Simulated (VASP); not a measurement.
Input of a VASP 6.6.1 run:

File INCAR:

```
ALGO = Normal
EDIFF = 1E-6
ENCUT = 520
GGA = PE
ISIF = 2
ISMEAR = 0
ISPIN = 2
LASPH = True
LCHARG = True
LELF = True
LORBIT = 11
LREAL = False
LVHAR = True
LWAVE = False
MAGMOM = 0 0 0 0 1 1
NBANDS = 25
NELM = 150
PREC = Accurate
SIGMA = 0.1
```

Contents of KPOINTS:

```
k-points
0
Gamma
  4 4 4
```

File POSCAR:

```
Al2O
1.0
    4.6023649400      0.0000000000      0.0000000000
    0.0000000000      4.6023649400      0.0000000000
    0.0000000000      0.0000000000      4.0957908400
Al O
4 2
Direct
    0.0000000000      0.0000000000      0.2500000000
    0.0000000000      0.0000000000      0.7500000000
    0.0000000000      0.5000000000      0.5000000000
    0.5000000000      0.0000000000      0.0000000000
    0.5000000000      0.5000000000      0.0000000000
    0.5000000000      0.5000000000      0.5000000000
```

Potentials or basis: VASP PAW PBE potentials, release 64 (Al, O).

The run is started by

```bash
$ cat potpaw_PBE.64/Al/POTCAR potpaw_PBE.64/O/POTCAR > POTCAR
$ mpirun -np 1 vasp_std > vasp.out
```

Question: Predict the pressure.

Answer: 16.0 GPa.

Question: What does it give for the net moment?

Answer: 0.00 μB per cell.

Question: What does it give for the band gap on the k mesh?

Answer: Zero (filled and empty bands overlap).

Stress tensor (GPa, compression positive):
```
 0.90  0.00  0.00
 0.00  0.90  0.00
 0.00  0.00 46.08
```

Caveat: the k points lie up to 0.38 Å⁻¹ apart.
